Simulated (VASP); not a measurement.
# BN (C2/m) in VASP: further runs

BN is run at these levels: PBE+D3(BJ); tasks: single point.

All numbers are computed with VASP 6.6.1; they aren't measurements. Logs are shortened: lines on timing, memory, paths and dates and some standing lists are left out, and cuts for length are marked.

## (1) The cell of the first run

Symmetry: C2/m, No. 12, monoclinic system. The conventional cell has a = 4.341 Å, b = 2.506 Å, c = 13.357 Å, α = 90.00°, β = 97.78°, γ = 90.00°. Within 1.9 Å of B (site symmetry m) lie 3 N at 1.45 Å. Within 1.9 Å of B (site symmetry m) lie 3 N at 1.45 Å. N (site symmetry m) has 3 B at 1.45 Å within 1.9 Å. Within 1.9 Å of N (site symmetry m) lie 3 B at 1.45 Å.

## (2) Single point, PBE+D3(BJ) (the part above a cut slid along it)

INCAR

```
SYSTEM = BN
ALGO = Normal
EDIFF = 1E-6
ENCUT = 520
GGA = PE
ISIF = 2
ISMEAR = 0
IVDW = 12
LASPH = .TRUE.
LCHARG = .TRUE.
LELF = .TRUE.
LREAL = .FALSE.
LVHAR = .TRUE.
LWAVE = .FALSE.
NBANDS = 26
NELM = 80
PREC = Accurate
SIGMA = 0.05
```

KPOINTS

```
k-points
0
G
  10 10 2
  0 0 0
```

POSCAR

```
BN
1.0
   -2.5064381127      0.0000000000      0.0000000000
   -1.2532190563     -2.1706390786      0.0000000000
   -1.5666491423     -0.9045053041     13.2336949040
B N
4 4
Direct
   -0.0312791667     -0.0312791667      0.8750000000
    0.1770708333      0.1770708333      0.3750000000
    0.6145791667      0.6145791667      0.1250000000
    0.4062291667      0.4062291667      0.6250000000
    0.2812458333      0.2812458333      0.1250000000
    0.0728958333      0.0728958333      0.6250000000
    0.3020541667      0.3020541667      0.8750000000
    0.5104041667      0.5104041667      0.3750000000
```

Potentials or basis: VASP PAW PBE potentials, release 64 (B, N).

Run with:

```bash
> cat potpaw_PBE.64/B/POTCAR potpaw_PBE.64/N/POTCAR > POTCAR
> mpirun -np 1 vasp_std > vasp.out
```

OUTCAR:

```text
SYSTEM = BN
   EDIFF = 1E-6
   ENCUT = 520
   GGA = PE
   ISIF = 2
   ISMEAR = 0
   IVDW = 12
   LASPH = .TRUE.
   LREAL = .FALSE.
   NELM = 80
   PREC = Accurate
 IVDW          = 12

 ion  position               nearest neighbor table
   1  0.969  0.969  0.875-   7 1.45   7 1.45   7 1.45
   2  0.177  0.177  0.375-   8 1.45   8 1.45   8 1.45
   3  0.615  0.615  0.125-   5 1.45   5 1.45   5 1.45
   4  0.406  0.406  0.625-   6 1.45   6 1.45   6 1.45
   5  0.281  0.281  0.125-   3 1.45   3 1.45   3 1.45
   6  0.073  0.073  0.625-   4 1.45   4 1.45   4 1.45
   7  0.302  0.302  0.875-   1 1.45   1 1.45   1 1.45
   8  0.510  0.510  0.375-   2 1.45   2 1.45   2 1.45

  LATTYP: Found a base centered monoclinic cell.
 ALAT       =     4.3412781572
 B/A-ratio  =     0.5773502692
 C/A-ratio  =     3.0766897672
 COS(beta)  =    -0.1354377697

  Lattice vectors:

 A1 = (   2.5064381127,   0.0000000000,   0.0000000000)
 A2 = (   1.2532190563,   2.1706390786,   0.0000000000)
 A3 = (  -1.5666491423,  -0.9045053041,  13.2336949040)

Analysis of symmetry for initial positions (statically):
=====================================================================
 Subroutine PRICEL returns:
 Original cell was already a primitive cell.

 Routine SETGRP: Setting up the symmetry group for a
 base centered monoclinic supercell.

 Subroutine GETGRP returns: Found  4 space group operations
 (whereof  2 operations were pure point group operations)
 out of a pool of  4 trial point group operations.

The static configuration has the point symmetry C_1h.
 The point group associated with its full space group is C_2h.

Analysis of symmetry for dynamics (positions and initial velocities):
=====================================================================
 Subroutine PRICEL returns:
 Original cell was already a primitive cell.

 Routine SETGRP: Setting up the symmetry group for a
 base centered monoclinic supercell.

 Subroutine GETGRP returns: Found  4 space group operations
 (whereof  2 operations were pure point group operations)
 out of a pool of  4 trial point group operations.

The dynamic configuration has the point symmetry C_1h.
 The point group associated with its full space group is C_2h.

 Subroutine INISYM returns: Found  4 space group operations
 (whereof  2 operations are pure point group operations),
 and found     1 'primitive' translations

----------------------------------------------------------------------------------------

                                     Primitive cell

  volume of cell :      71.9989

  direct lattice vectors                    reciprocal lattice vectors
    -2.506438113  0.000000000  0.000000000    -0.398972548  0.230346908 -0.031487805
    -1.253219056 -2.170639079  0.000000000     0.000000000 -0.460693816 -0.031487805
    -1.566649142 -0.904505304 13.233694904     0.000000000  0.000000000  0.075564686

  length of vectors
     2.506438113  2.506438113 13.356766083     0.461768637  0.461768637  0.075564686

  position of ions in fractional coordinates (direct lattice)
     0.968720833  0.968720833  0.875000000
     0.177070833  0.177070833  0.375000000
     0.614579167  0.614579167  0.125000000
     0.406229167  0.406229167  0.625000000
     0.281245833  0.281245833  0.125000000
     0.072895833  0.072895833  0.625000000
     0.302054167  0.302054167  0.875000000
     0.510404167  0.510404167  0.375000000

  ion indices of the primitive-cell ions
   primitive index   ion index
                 1           1
                 2           2
                 3           3
                 4           4
                 5           5
                 6           6
                 7           7
                 8           8

----------------------------------------------------------------------------------------

 KPOINTS: k-points

Automatic generation of k-mesh.
 Grid dimensions read from file:
 generate k-points for:   10   10    2

 Generating k-lattice:

  Cartesian coordinates                     Fractional coordinates (reciprocal lattice)
    -0.039897255  0.023034691 -0.003148780     0.100000000  0.000000000  0.000000000
     0.000000000 -0.046069382 -0.003148780     0.000000000  0.100000000  0.000000000
     0.000000000  0.000000000  0.037782343     0.000000000  0.000000000  0.500000000

  Length of vectors
     0.046176864  0.046176864  0.037782343

  Shift w.r.t. Gamma in fractional coordinates (k-lattice)
     0.000000000  0.000000000  0.000000000

 Subroutine IBZKPT returns following result:
 ===========================================

 Found     62 irreducible k-points:

 Following reciprocal coordinates:
            Coordinates               Weight
  0.000000  0.000000  0.000000      1.000000
  0.100000  0.000000 -0.000000      4.000000
  0.200000  0.000000 -0.000000      4.000000
  0.300000  0.000000  0.000000      4.000000
  0.400000  0.000000  0.000000      4.000000
  0.500000  0.000000  0.000000      2.000000
[... 16 lines left out ...]
  0.300000  0.300000 -0.000000      2.000000
  0.400000  0.300000  0.000000      4.000000
 [... further k-points ...]
   k-points           NKPTS =     62   k-points in BZ     NKDIM =     62   number of bands    NBANDS=     26
   number of dos      NEDOS =    301   number of ions     NIONS =      8
   total plane-waves  NPLWV =  40000
   dimension x,y,z NGX =    20 NGY =   20 NGZ =  100
   dimension x,y,z NGXF=    40 NGYF=   40 NGZF=  200
   ions per type =               4   4
   NGX,Y,Z   is equivalent  to a cutoff of  13.27, 13.27, 12.45 a.u.
   NGXF,Y,Z  is equivalent  to a cutoff of  26.53, 26.53, 24.89 a.u.
 SYSTEM =  BN
   PREC   = accura    normal or accurate (medium, high low for compatibility)
   ISTART =      0    job   : 0-new  1-cont  2-samecut
   ICHARG =      2    charge: 1-file 2-atom 10-const
   ISPIN  =      1    spin polarized calculation?
   LNONCOLLINEAR =      F non collinear calculations
   LSORBIT =      F    spin-orbit coupling
   LASPH  =      T    aspherical Exc in radial PAW
   ENCUT  =  520.0 eV  38.22 Ry    6.18 a.u.   4.66  4.66 24.83*2*pi/ulx,y,z
   NELM   =     80;   NELMIN=  2; NELMDL= -5     # of ELM steps
   EDIFF  = 0.1E-05   stopping-criterion for ELM
   LREAL  =      F    real-space projection
   EDIFFG = 0.1E-04   stopping-criterion for IOM
   NSW    =      0    number of steps for IOM
   IBRION =     -1    ionic relax: 0-MD 1-quasi-New 2-CG
   NFREE  =      0    steps in history (QN), initial steepest desc. (CG)
   ISIF   =      2    stress and relaxation
   ISYM   =      2    0-nonsym 1-usesym 2-fastsym
   POTIM  = 0.5000    time-step for ionic-motion
   TEBEG  =    0.0;   TEEND  =   0.0 temperature during run
   PSTRESS=    0.0 pullay stress
   NELECT =      32.0000    total number of electrons
   NUPDOWN=      -1.0000    fix difference up-down
   EMIN   =  10.00;   EMAX   =-10.00  energy-range for DOS
   EFERMI =   0.00;   METHOD = LEGACY
   ISMEAR =     0;   SIGMA  =   0.05  broadening in eV -4-tet -1-fermi 0-gaus
   EFERMI_NEDOS =   21; number of points for ismear=-14 and -15
   IALGO  =     38    algorithm
   IMIX   =      4    mixing-type and parameters
     AMIX     =   0.40;   BMIX     =  1.00
     AMIX_MAG =   1.60;   BMIX_MAG =  1.00
  volume/ion in A,a.u.               =       9.00        60.73
  Fermi-wavevector in a.u.,A,eV,Ry     =   1.249347  2.360923 21.236882  1.560867
  Thomas-Fermi vector in A             =   2.383391
   LORBIT       =      0    0 simple, 1 ext, 2 COOP (PROOUT), +10 PAW based schemes
   GGA     = PE    functional components
   LHFCALC =     F    Hartree Fock is set to
   AEXX    =    0.0000 exact exchange contribution
   IVDW    =    12    specifies the selected vdW correction
   LEPSILON=     F    determine dielectric tensor
   LRPA    =     F    only Hartree local field effects (RPA)
 non-spin polarized calculation
 Gauss-broadening in eV      SIGMA  =   0.05
  energy-cutoff  :      520.00
  volume of cell :       72.00
 maximum number of plane-waves:      1958
   NGX =  9   NGY =  9   NGZ = 49

 number of electron      31.9999996 magnetization

 Free energy of the ion-electron system (eV)
  ---------------------------------------------------
  ext. energy  EPLUGINS =         0.00000000
  ---------------------------------------------------
  free energy    TOTEN  =       -70.27737680 eV

  energy without entropy =      -70.27737680  energy(sigma->0) =      -70.27737680

 E-fermi :   2.7050     XC(G=0): -10.0874

 val. band max:        2.4340023943   @ k =  -0.3000   0.3000  -0.0000
 cond. band min:       6.3475364578   @ k =   0.5000   0.0000   0.0000
 fundamental gap:      3.9135340635
 Fermi energy:         2.7050155760

 k-point     1 :       0.0000    0.0000    0.0000
  band No.  band energies     occupation
      1     -15.4935      2.00000
      2     -15.3470      2.00000
      3     -15.3468      2.00000
      4     -15.1904      2.00000
      5      -3.9218      2.00000
      6      -2.9666      2.00000
[... 18 lines left out ...]
     25      13.9168      0.00000
     26      13.9279      0.00000

 k-point     2 :       0.1000    0.0000   -0.0000
  band No.  band energies     occupation
      1     -15.2981      2.00000
      2     -15.1645      2.00000
      3     -15.1453      2.00000
      4     -15.0023      2.00000
      5      -3.6519      2.00000
      6      -2.7781      2.00000
[... 18 lines left out ...]
     25      14.6529      0.00000
     26      14.7256      0.00000

 k-point     3 :       0.2000    0.0000   -0.0000
  band No.  band energies     occupation
      1     -14.7277      2.00000
      2     -14.6125      2.00000
      3     -14.5771      2.00000
      4     -14.4541      2.00000
      5      -2.8573      2.00000
      6      -2.1299      2.00000
[... 18 lines left out ...]
     25      13.6820      0.00000
     26      14.0951      0.00000

 k-point     4 :       0.3000    0.0000    0.0000
  band No.  band energies     occupation
      1     -13.8466      2.00000
      2     -13.7542      2.00000
      3     -13.7097      2.00000
      4     -13.6123      2.00000
      5      -3.9330      2.00000
      6      -3.8848      2.00000
[... 18 lines left out ...]
     25      13.6388      0.00000
     26      14.1862      0.00000

 k-point     5 :       0.4000    0.0000    0.0000
  band No.  band energies     occupation
      1     -12.8509      2.00000
      2     -12.7851      2.00000
      3     -12.7467      2.00000
      4     -12.6807      2.00000
      5      -5.8218      2.00000
      6      -5.7588      2.00000
[... 18 lines left out ...]
     25      14.0421      0.00000
     26      14.9669      0.00000

 k-point     6 :       0.5000    0.0000    0.0000
  band No.  band energies     occupation
      1     -12.3166      2.00000
      2     -12.2675      2.00000
      3     -12.2517      2.00000
      4     -12.2120      2.00000
      5      -6.6515      2.00000
      6      -6.5768      2.00000
[... 427 lines left out ...]
 k-point    21 :      -0.3000    0.2000   -0.0000
  band No.  band energies     occupation
      1     -12.4480      2.00000
      2     -12.3768      2.00000
      3     -12.3661      2.00000
      4     -12.2957      2.00000
      5      -5.5520      2.00000
      6      -5.4955      2.00000
[... 18 lines left out ...]
     25      15.0685      0.00000
     26      15.4249      0.00000

 k-point    22 :      -0.2000    0.2000    0.0000
  band No.  band energies     occupation
      1     -13.3585      2.00000
      2     -13.2541      2.00000
      3     -13.2514      2.00000
      4     -13.1429      2.00000
      5      -4.2370      2.00000
      6      -4.1786      2.00000
[... 18 lines left out ...]
     25      15.0844      0.00000
     26      15.4538      0.00000

 k-point    23 :       0.3000    0.3000   -0.0000
  band No.  band energies     occupation
      1     -13.8402      2.00000
      2     -13.7767      2.00000
      3     -13.6867      2.00000
      4     -13.6196      2.00000
      5      -3.9169      2.00000
      6      -3.8914      2.00000
[... 18 lines left out ...]
     25      13.6181      0.00000
     26      13.9530      0.00000

 k-point    24 :       0.4000    0.3000    0.0000
  band No.  band energies     occupation
      1     -13.2133      2.00000
      2     -13.1660      2.00000
      3     -13.0773      2.00000
      4     -13.0288      2.00000
      5      -4.8928      2.00000
      6      -4.8631      2.00000
[... 18 lines left out ...]
     25      14.2946      0.00000
     26      14.5581      0.00000

 [... further k-points ...]

------------------------ aborting loop because EDIFF is reached ----------------------------------------

 Edisp (eV)   -1.13198

 E8    (eV) :    -0.3317

  FORCE on cell =-STRESS in cart. coord.  units (eV):
  Direction    XX          YY          ZZ          XY          YZ          ZX
  --------------------------------------------------------------------------------------
  -------------------------------------------------------------------------------------
  Total      -0.00916    -0.00186     0.21192    -0.00632    -0.04158    -0.07202
  in kB      -0.20373    -0.04136     4.71593    -0.14062    -0.92526    -1.60260
  external pressure =        1.49 kB  Pullay stress =        0.00 kB

 VOLUME and BASIS-vectors are now :
 -----------------------------------------------------------------------------
  energy-cutoff  :      520.00
  volume of cell :       72.00
      direct lattice vectors                 reciprocal lattice vectors
    -2.506438113  0.000000000  0.000000000    -0.398972548  0.230346908 -0.031487805
    -1.253219056 -2.170639079  0.000000000     0.000000000 -0.460693816 -0.031487805
    -1.566649142 -0.904505304 13.233694904     0.000000000  0.000000000  0.075564686

 POSITION                                       TOTAL-FORCE (eV/Angst)
 -----------------------------------------------------------------------------------
     -5.01288     -2.89419     11.57948        -0.009238     -0.005334     -0.050897
     -1.25322     -0.72355      4.96264        -0.000038     -0.000022      0.000444
     -2.50644     -1.44709      1.65421         0.009238      0.005334      0.050897
     -2.50644     -1.44709      8.27106         0.000038      0.000022     -0.000444
     -1.25322     -0.72355      1.65421        -0.030821     -0.017795      0.029167
     -1.25322     -0.72355      8.27106        -0.000009     -0.000005     -0.000402
     -2.50644     -1.44709     11.57948         0.030821      0.017795     -0.029167
     -2.50644     -1.44709      4.96264         0.000009      0.000005      0.000402
 -----------------------------------------------------------------------------------
    total drift:                               -0.000006     -0.000004      0.000002

  FREE ENERGIE OF THE ION-ELECTRON SYSTEM (eV)
  ---------------------------------------------------
  free  energy   TOTEN  =       -71.4093616714 eV

  energy  without entropy=      -71.4093616714  energy(sigma->0) =      -71.40936167
```

Run time: 2.6 min. Hardware: 1 thread of Intel Xeon 8259CL, shared host; peak memory 0.24 GiB.

What came out:

```
Free energy                : -71.4094 eV
Pressure                   : 0.1 GPa
Largest force              : 0.052 eV/Å
Band gap on the k mesh     : 3.91 eV (least direct gap 4.30 eV)
Dispersion energy per atom : -0.141 eV
```

Forces on the atoms (eV/Å):
```
B   -0.009 -0.005 -0.051
B    0.000  0.000  0.000
B    0.009  0.005  0.051
B    0.000  0.000  0.000
N   -0.031 -0.018  0.029
N    0.000  0.000  0.000
N    0.031  0.018 -0.029
N    0.000  0.000  0.000
```

Caveat: the cell differs from its parent crystal (the part above a cut slid along it). A k mesh can miss the band edges.

## (3) Single point, PBE+D3(BJ) (the part above a cut slid along it)

INCAR

```
SYSTEM = BN
PREC = Accurate
ENCUT = 520
EDIFF = 1E-6
ISMEAR = 0
SIGMA = 0.05
LREAL = .False.
LASPH = .True.
NELM = 60
ALGO = Normal
ISIF = 2
LWAVE = .False.
LCHARG = .True.
GGA = PE
IVDW = 12
LELF = .True.
LVHAR = .True.
NBANDS = 26
```

KPOINTS

```
Automatic mesh
0
Gamma
  10 10 2
  0 0 0
```

POSCAR

```
BN
1.0
   -2.5064381127      0.0000000000      0.0000000000
   -1.2532190563     -2.1706390786      0.0000000000
   -2.1930080267     -1.2661337746     13.2336949040
B N
4 4
Direct
   -0.1770541667     -0.1770541667      0.8750000000
    0.1145958333      0.1145958333      0.3750000000
    0.5937541667      0.5937541667      0.1250000000
    0.3021041667      0.3021041667      0.6250000000
    0.2604208333      0.2604208333      0.1250000000
   -0.0312291667     -0.0312291667      0.6250000000
    0.1562791667      0.1562791667      0.8750000000
    0.4479291667      0.4479291667      0.3750000000
```

Potentials or basis: VASP PAW PBE potentials, release 64 (B, N).

Run with:

```bash
> cat potpaw_PBE.64/B/POTCAR potpaw_PBE.64/N/POTCAR > POTCAR
> mpirun -np 1 vasp_std > vasp.out
```

Wall time 2.6 min (1 thread of Intel Xeon 8259CL, shared host); peak memory 0.24 GiB.

It converged, with:

| Item | Value |
| --- | --- |
| Free energy | -71.4288 eV |
| Pressure | 0.0 GPa |
| Largest force | 0.029 eV/Å |
| Band gap on the k mesh | 4.04 eV (least direct gap 4.19 eV) |
| Dispersion energy per atom | -0.142 eV |

Forces in eV/Å, atoms in the order of the input:
```
B   -0.011 -0.006 -0.018
B    0.000  0.000  0.001
B    0.011  0.006  0.018
B    0.000  0.000 -0.001
N   -0.025 -0.014 -0.002
N    0.000  0.000  0.000
N    0.025  0.014  0.002
N    0.000  0.000  0.000
```

Stress tensor (GPa, compression positive):
```
 0.08  0.02 -0.11
 0.02  0.06 -0.06
-0.11 -0.06  0.00
```

Levels at points of the mesh, in eV from the valence-band top:
```csv
k point,band 14,band 15,band 16,band 17,band 18,band 19
"(0.00, 0.00, 0.00)",-1.38,-1.37,-1.37,5.20,7.57,7.59
"(0.50, 0.00, 0.00)",-1.10,-0.92,-0.53,4.04,4.70,4.78
"(0.50, 0.50, 0.00)",-1.27,-0.74,-0.60,4.21,4.56,4.96
"(0.00, 0.00, 0.50)",-1.38,-1.37,-1.37,5.90,5.92,9.35
"(0.50, 0.00, 0.50)",-1.22,-0.74,-0.62,4.14,4.35,5.30
"(0.50, 0.50, 0.50)",-1.05,-0.92,-0.55,4.31,4.44,4.90
```

Caveat: the cell differs from its parent crystal (the part above a cut slid along it).
